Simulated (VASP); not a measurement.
# Te (P3_221) in VASP: relaxation of cell and atoms with PBE+D3(BJ)

Aim: the relaxation of cell and atoms of Te with PBE+D3(BJ).

Everything below comes from runs of VASP 6.6.1. Logs are shortened: lines on timing, memory, paths and dates and some standing lists are left out, and cuts for length are marked.

### 1 The cell of the first run

The structure is trigonal, space group P3_221 (No. 154). The conventional cell has a = 4.318 Å, b = 4.318 Å, c = 5.967 Å, α = 90.00°, β = 90.00°, γ = 120.00°. Within 3.8 Å of Te (site symmetry 2) lie 6 Te at 2.91 to 3.35 Å.

### 2 Relaxation of cell and atoms, PBE+D3(BJ)

INCAR

```
SYSTEM = Te
  ALGO = Normal
  EDIFF = 1E-6
  EDIFFG = -0.005
  ENCUT = 600
  GGA = PE
  IBRION = 2
  ISIF = 3
  ISMEAR = 0
  IVDW = 12
  LASPH = .True.
  LCHARG = .False.
  LREAL = .False.
  LWAVE = .False.
  NELM = 60
  NSW = 100
  PREC = Accurate
  SIGMA = 0.1
```

KPOINTS

```
k-points
0
Gamma
  12 12 8
  0 0 0
```

POSCAR

```
Te
1.0
    4.3181152205      0.0000000000      0.0000000000
   -2.1590576102      3.7395974774      0.0000000000
    0.0000000000      0.0000000000      5.9667206029
Te
3
Direct
    0.2846813417      0.0000000000      0.1666666667
    0.0000000000      0.2846813417      0.8333333333
    0.7153186583      0.7153186583      0.5000000000
```

Potentials or basis: VASP PAW PBE potentials, release 64 (Te).

Launch:

```sh
$ cat potpaw_PBE.64/Te/POTCAR > POTCAR
$ mpirun -np 1 vasp_std > vasp.out
```

OUTCAR:

```text
SYSTEM = Te
   EDIFF = 1E-6
   EDIFFG = -0.005
   ENCUT = 600
   GGA = PE
   IBRION = 2
   ISIF = 3
   ISMEAR = 0
   IVDW = 12
   LASPH = .True.
   LREAL = .False.
   NELM = 60
   NSW = 100
   PREC = Accurate
 IVDW          = 12

 ion  position               nearest neighbor table
   1  0.285  0.000  0.167-   3 2.91   2 2.91   3 3.35   3 3.35   2 3.35   2 3.35
   2  0.000  0.285  0.833-   3 2.91   1 2.91   3 3.35   3 3.35   1 3.35   1 3.35
   3  0.715  0.715  0.500-   2 2.91   1 2.91   2 3.35   1 3.35   1 3.35   2 3.35

  LATTYP: Found a hexagonal cell.
 ALAT       =     4.3181152205
 C/A-ratio  =     1.3817881873

  Lattice vectors:

 A1 = (   4.3181152205,   0.0000000000,   0.0000000000)
 A2 = (  -2.1590576102,   3.7395974774,   0.0000000000)
 A3 = (   0.0000000000,   0.0000000000,   5.9667206029)

Analysis of symmetry for initial positions (statically):
=====================================================================
 Subroutine PRICEL returns:
 Original cell was already a primitive cell.

 Routine SETGRP: Setting up the symmetry group for a
 hexagonal supercell.

 Subroutine GETGRP returns: Found  6 space group operations
 (whereof  2 operations were pure point group operations)
 out of a pool of 24 trial point group operations.

The static configuration has the point symmetry C_2 .
 The point group associated with its full space group is D_3 .

Analysis of symmetry for dynamics (positions and initial velocities):
=====================================================================
 Subroutine PRICEL returns:
 Original cell was already a primitive cell.

 Routine SETGRP: Setting up the symmetry group for a
 hexagonal supercell.

 Subroutine GETGRP returns: Found  6 space group operations
 (whereof  2 operations were pure point group operations)
 out of a pool of 24 trial point group operations.

The dynamic configuration has the point symmetry C_2 .
 The point group associated with its full space group is D_3 .

 Subroutine INISYM returns: Found  6 space group operations
 (whereof  2 operations are pure point group operations),
 and found     1 'primitive' translations

----------------------------------------------------------------------------------------

                                     Primitive cell

  volume of cell :      96.3507

  direct lattice vectors                    reciprocal lattice vectors
     4.318115221  0.000000000  0.000000000     0.231582519  0.133704230  0.000000000
    -2.159057610  3.739597477  0.000000000     0.000000000  0.267408459  0.000000000
     0.000000000  0.000000000  5.966720603     0.000000000  0.000000000  0.167596250

  length of vectors
     4.318115221  4.318115220  5.966720603     0.267408459  0.267408459  0.167596250

  position of ions in fractional coordinates (direct lattice)
     0.284681342  0.000000000  0.166666667
     0.000000000  0.284681342  0.833333333
     0.715318658  0.715318658  0.500000000

  ion indices of the primitive-cell ions
   primitive index   ion index
                 1           1
                 2           2
                 3           3

----------------------------------------------------------------------------------------

 KPOINTS: k-points

Automatic generation of k-mesh.
 Grid dimensions read from file:
 generate k-points for:   12   12    8

 Generating k-lattice:

  Cartesian coordinates                     Fractional coordinates (reciprocal lattice)
     0.019298543  0.011142019  0.000000000     0.083333333 -0.000000000  0.000000000
     0.000000000  0.022284038  0.000000000     0.000000000  0.083333333  0.000000000
     0.000000000  0.000000000  0.020949531     0.000000000  0.000000000  0.125000000

  Length of vectors
     0.022284038  0.022284038  0.020949531

  Shift w.r.t. Gamma in fractional coordinates (k-lattice)
     0.000000000  0.000000000  0.000000000

 Subroutine IBZKPT returns following result:
 ===========================================

 Found    131 irreducible k-points:

 Following reciprocal coordinates:
            Coordinates               Weight
  0.000000  0.000000  0.000000      1.000000
  0.083333 -0.000000  0.000000      6.000000
  0.166667 -0.000000  0.000000      6.000000
  0.250000 -0.000000  0.000000      6.000000
  0.333333 -0.000000  0.000000      6.000000
  0.416667  0.000000  0.000000      6.000000
[... 16 lines left out ...]
  0.166667 -0.000000  0.125000      6.000000
  0.000000  0.166667  0.125000      6.000000
 [... further k-points ...]
   k-points           NKPTS =    131   k-points in BZ     NKDIM =    131   number of bands    NBANDS=     13
   number of dos      NEDOS =    301   number of ions     NIONS =      3
   total plane-waves  NPLWV =  62208
   dimension x,y,z NGX =    36 NGY =   36 NGZ =   48
   dimension x,y,z NGXF=    72 NGYF=   72 NGZF=   96
   ions per type =               3
   NGX,Y,Z   is equivalent  to a cutoff of  13.86, 13.86, 13.37 a.u.
   NGXF,Y,Z  is equivalent  to a cutoff of  27.72, 27.72, 26.75 a.u.
 SYSTEM =  Te
   PREC   = accura    normal or accurate (medium, high low for compatibility)
   ISTART =      0    job   : 0-new  1-cont  2-samecut
   ICHARG =      2    charge: 1-file 2-atom 10-const
   ISPIN  =      1    spin polarized calculation?
   LNONCOLLINEAR =      F non collinear calculations
   LSORBIT =      F    spin-orbit coupling
   LASPH  =      T    aspherical Exc in radial PAW
   ENCUT  =  600.0 eV  44.10 Ry    6.64 a.u.   8.62  8.62 11.92*2*pi/ulx,y,z
   NELM   =     60;   NELMIN=  2; NELMDL= -5     # of ELM steps
   EDIFF  = 0.1E-05   stopping-criterion for ELM
   LREAL  =      F    real-space projection
   EDIFFG = -.5E-02   stopping-criterion for IOM
   NSW    =    100    number of steps for IOM
   IBRION =      2    ionic relax: 0-MD 1-quasi-New 2-CG
   NFREE  =      1    steps in history (QN), initial steepest desc. (CG)
   ISIF   =      3    stress and relaxation
   ISYM   =      2    0-nonsym 1-usesym 2-fastsym
   POTIM  = 0.5000    time-step for ionic-motion
   TEBEG  =    0.0;   TEEND  =   0.0 temperature during run
   PSTRESS=    0.0 pullay stress
   NELECT =      18.0000    total number of electrons
   NUPDOWN=      -1.0000    fix difference up-down
   EMIN   =  10.00;   EMAX   =-10.00  energy-range for DOS
   EFERMI =   0.00;   METHOD = LEGACY
   ISMEAR =     0;   SIGMA  =   0.10  broadening in eV -4-tet -1-fermi 0-gaus
   EFERMI_NEDOS =   21; number of points for ismear=-14 and -15
   IALGO  =     38    algorithm
   IMIX   =      4    mixing-type and parameters
     AMIX     =   0.40;   BMIX     =  1.00
     AMIX_MAG =   1.60;   BMIX_MAG =  1.00
  volume/ion in A,a.u.               =      32.12       216.74
  Fermi-wavevector in a.u.,A,eV,Ry     =   0.935867  1.768532 11.916619  0.875847
  Thomas-Fermi vector in A             =   2.062818
   LORBIT       =      0    0 simple, 1 ext, 2 COOP (PROOUT), +10 PAW based schemes
   GGA     = PE    functional components
   LHFCALC =     F    Hartree Fock is set to
   AEXX    =    0.0000 exact exchange contribution
   IVDW    =    12    specifies the selected vdW correction
   LEPSILON=     F    determine dielectric tensor
   LRPA    =     F    only Hartree local field effects (RPA)
 conjugate gradient relaxation of ions
 non-spin polarized calculation
 Gauss-broadening in eV      SIGMA  =   0.10
  energy-cutoff  :      600.00
  volume of cell :       96.35
 maximum number of plane-waves:      3240
 NGX is ok and might be reduce to    36
   NGX = 17   NGY = 17   NGZ = 23

--------------------------------------- Ionic step        1  -------------------------------------------

 number of electron      17.9999999 magnetization

 Free energy of the ion-electron system (eV)
  ---------------------------------------------------
  ext. energy  EPLUGINS =         0.00000000
  ---------------------------------------------------
  free energy    TOTEN  =        -9.37712945 eV

  energy without entropy =       -9.37685953  energy(sigma->0) =       -9.37699449

------------------------ aborting loop because EDIFF is reached ----------------------------------------

 Edisp (eV)   -1.36914

 E8    (eV) :    -0.6289

  FORCE on cell =-STRESS in cart. coord.  units (eV):
  Direction    XX          YY          ZZ          XY          YZ          ZX
  --------------------------------------------------------------------------------------
  -------------------------------------------------------------------------------------
  Total      -0.02474    -0.02474     0.01888    -0.00000     0.00000     0.00000
  in kB      -0.41140    -0.41140     0.31394    -0.00000     0.00000     0.00000
  external pressure =       -0.17 kB  Pullay stress =        0.00 kB

 VOLUME and BASIS-vectors are now :
 -----------------------------------------------------------------------------
  energy-cutoff  :      600.00
  volume of cell :       96.35
      direct lattice vectors                 reciprocal lattice vectors
     4.318115221  0.000000000  0.000000000     0.231582519  0.133704230  0.000000000
    -2.159057610  3.739597477  0.000000000     0.000000000  0.267408459  0.000000000
     0.000000000  0.000000000  5.966720603     0.000000000  0.000000000  0.167596250
[... 124 lines left out ...]
 POSITION                                       TOTAL-FORCE (eV/Angst)
 -----------------------------------------------------------------------------------
      1.22985     -0.00000      0.99607         0.005341     -0.000000      0.000000
     -0.61492      1.06508      4.98033        -0.002670      0.004625      0.000000
      1.53955      2.66657      2.98820        -0.002670     -0.004625     -0.000000
 -----------------------------------------------------------------------------------
    total drift:                               -0.000000      0.000000      0.000000

  FREE ENERGIE OF THE ION-ELECTRON SYSTEM (eV)
  ---------------------------------------------------
  free  energy   TOTEN  =       -10.7463989010 eV

  energy  without entropy=      -10.7461270303  energy(sigma->0) =      -10.74626297

--------------------------------------- Ionic step        5  -------------------------------------------

 number of electron      17.9999999 magnetization

 Free energy of the ion-electron system (eV)
  ---------------------------------------------------
  ext. energy  EPLUGINS =         0.00000000
  ---------------------------------------------------
  free energy    TOTEN  =        -9.37270418 eV

  energy without entropy =       -9.37243216  energy(sigma->0) =       -9.37256817

 E-fermi :   6.7447     XC(G=0):  -9.3595

 val. band max:        6.7162021090   @ k =   0.3333   0.3333   0.5000
 cond. band min:       6.9601085516   @ k =   0.0000   0.0000   0.5000
 fundamental gap:      0.2439064426
 Fermi energy:         6.7446545559

 k-point     1 :       0.0000    0.0000    0.0000
  band No.  band energies     occupation
      1      -7.1822      2.00000
      2      -3.8119      2.00000
      3      -3.8119      2.00000
      4       3.8055      2.00000
      5       4.1471      2.00000
      6       4.1471      2.00000
      7       4.9468      2.00000
      8       4.9468      2.00000
      9       5.5649      2.00000
     10       7.7112      0.00000
     11       7.7112      0.00000
     12       8.4249      0.00000
     13      11.5752      0.00000

 k-point     2 :       0.0833   -0.0000    0.0000
  band No.  band energies     occupation
      1      -7.1259      2.00000
      2      -3.8152      2.00000
      3      -3.7930      2.00000
      4       3.2584      2.00000
      5       3.7426      2.00000
      6       3.9201      2.00000
      7       5.2362      2.00000
      8       5.4279      2.00000
      9       5.9173      2.00000
     10       7.4238      0.00000
     11       7.6420      0.00000
[... 339 lines left out ...]
 k-point    24 :       0.0000    0.1667    0.1250
  band No.  band energies     occupation
      1      -6.9059      2.00000
      2      -4.4301      2.00000
      3      -3.1733      2.00000
      4       2.5045      2.00000
      5       3.4687      2.00000
      6       3.6417      2.00000
      7       5.1568      2.00000
      8       5.2994      2.00000
      9       5.5428      2.00000
     10       7.8266      0.00000
     11       7.9301      0.00000
     12       8.4050      0.00000
     13      11.2336      0.00000

 [... further k-points ...]

------------------------ aborting loop because EDIFF is reached ----------------------------------------

 Edisp (eV)   -1.37369

 E8    (eV) :    -0.6310

  FORCE on cell =-STRESS in cart. coord.  units (eV):
  Direction    XX          YY          ZZ          XY          YZ          ZX
  --------------------------------------------------------------------------------------
  -------------------------------------------------------------------------------------
  Total       0.01131     0.01131    -0.01003     0.00000     0.00000     0.00000
  in kB       0.18858     0.18858    -0.16728     0.00000     0.00000     0.00000
  external pressure =        0.07 kB  Pullay stress =        0.00 kB

 VOLUME and BASIS-vectors are now :
 -----------------------------------------------------------------------------
  energy-cutoff  :      600.00
  volume of cell :       96.05
      direct lattice vectors                 reciprocal lattice vectors
     4.307193183 -0.000000000  0.000000000     0.232169758  0.134043272 -0.000000000
    -2.153596591  3.730138715  0.000000000     0.000000000  0.268086545 -0.000000000
     0.000000000  0.000000000  5.978237155    -0.000000000 -0.000000000  0.167273391

 POSITION                                       TOTAL-FORCE (eV/Angst)
 -----------------------------------------------------------------------------------
      1.22996     -0.00000      0.99637         0.004051     -0.000000      0.000000
     -0.61498      1.06517      4.98186        -0.002026      0.003508      0.000000
      1.53862      2.66497      2.98912        -0.002026     -0.003508     -0.000000
 -----------------------------------------------------------------------------------
    total drift:                               -0.000000      0.000000      0.000000

  FREE ENERGIE OF THE ION-ELECTRON SYSTEM (eV)
  ---------------------------------------------------
  free  energy   TOTEN  =       -10.7463949774 eV

  energy  without entropy=      -10.7461229597  energy(sigma->0) =      -10.74625897

 reached required accuracy - stopping structural energy minimisation
```

Wall time 2.1 min (1 thread of Intel Xeon 6975P-C (Granite Rapids), shared host); peak memory 0.37 GiB.

Results:

```yaml
Free_energy: -10.7464 eV
Relaxed_volume: 32.02 Å³/atom
Relaxed_cell: a = 4.307 Å, b = 4.307 Å, c = 5.978 Å, α = 90.00°, β = 90.00°, γ = 120.00°
Space_group_after_relaxing_to_0.1_Å: P3_221 (No. 154)
Energy_gained_by_relaxing: 0.0 meV/atom
Ionic_steps: 5
Pressure_after_relaxing: 0.0 GPa
Largest_force_after_relaxing: 0.004 eV/Å
Band_gap_on_the_k_mesh: zero (filled and empty bands touch)
Dispersion_energy_per_atom: -0.458 eV
```

Forces in eV/Å, atoms in the order of the input:
```
Te   0.004  0.000  0.000
Te  -0.002  0.004  0.000
Te  -0.002 -0.004  0.000
```

Step by step:
```tsv
step	energy change (eV)	largest force (eV/Å)	pressure (GPa)	volume (Å³)
1	0.0000	0.0123	-0.02	96.35
2	0.0000	0.0109	-0.02	96.30
3	-0.0001	0.0070	0.00	96.16
4	-0.0001	0.0053	0.00	96.10
5	-0.0001	0.0041	0.01	96.05
```

Final structure:
```yaml
crystal:
  lattice:
    - [4.30719, 0.00000, 0.00000]
    - [-2.15360, 3.73014, 0.00000]
    - [0.00000, 0.00000, 5.97824]
  atoms:
    - { symbol: Te, position: [0.28556, 0.00000, 0.16667] }
    - { symbol: Te, position: [0.00000, 0.28556, 0.83333] }
    - { symbol: Te, position: [0.71444, 0.71444, 0.50000] }
```

Caveat: spin-orbit coupling is left out, which moves the levels of the heavy elements.

The gap in the log of VASP goes by the Fermi energy; the results here count the filled bands.